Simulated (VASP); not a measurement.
Set up this calculation in VASP 6.6.1, as the native input.

```
Task                   : single point
Functional             : PBE
Potentials or basis    : VASP PAW PBE potentials, release 64 (Mo_sv)
Cutoff                 : 520 eV
k mesh                 : 20 × 20 × 20
Occupations            : gaussian, width 0.15 eV
Spin                   : no spin polarisation
Dipole correction      : no
Further INCAR settings : ALGO = Fast; EDIFF = 1e-06; NBANDS = 13
```

The structure of Mo lies in POSCAR:

```
Mo
1.0
   -1.3431865197      1.8172523501      1.5802194349
    1.3431865197     -1.8172523501      1.5802194349
    1.3431865197      1.8172523501     -1.5802194349
Mo
1
Direct
    0.0000000000      0.0000000000      0.0000000000
```

This cell differs from its parent crystal: strain +e along x and -e along y -0.1500, strain +e along z and -e/2 along x and y +0.0000.

These files were run (other wordings do the same):

INCAR

```
ALGO = Fast ; EDIFF = 1E-6
ENCUT = 520 ; GGA = PE
ISIF = 2 ; ISMEAR = 0
LASPH = True ; LCHARG = False
LREAL = False ; LWAVE = False
NBANDS = 13 ; NELM = 100
PREC = Accurate ; SIGMA = 0.15
```

KPOINTS

```
k-points
0
Gamma
  20 20 20
```

Potentials or basis: VASP PAW PBE potentials, release 64 (Mo_sv).

Run with:

```console
$ cat potpaw_PBE.64/Mo_sv/POTCAR > POTCAR
$ mpirun -np 1 vasp_std > vasp.out
```

Results of the run:

```yaml
Pressure: 12.7 GPa
Band_gap_on_the_k_mesh: zero (band 7 reaches 16.70 eV, above the bottom of band 8 at 11.47 eV)
```

Caveat: the cell differs from its parent crystal (strain +e along x and -e along y -0.1500, strain +e along z and -e/2 along x and y +0.0000).

Wall time 71 s on 1 thread of Intel(R) Xeon(R) 6975P-C (Granite Rapids), on a shared host, peak memory 0.31 GiB.
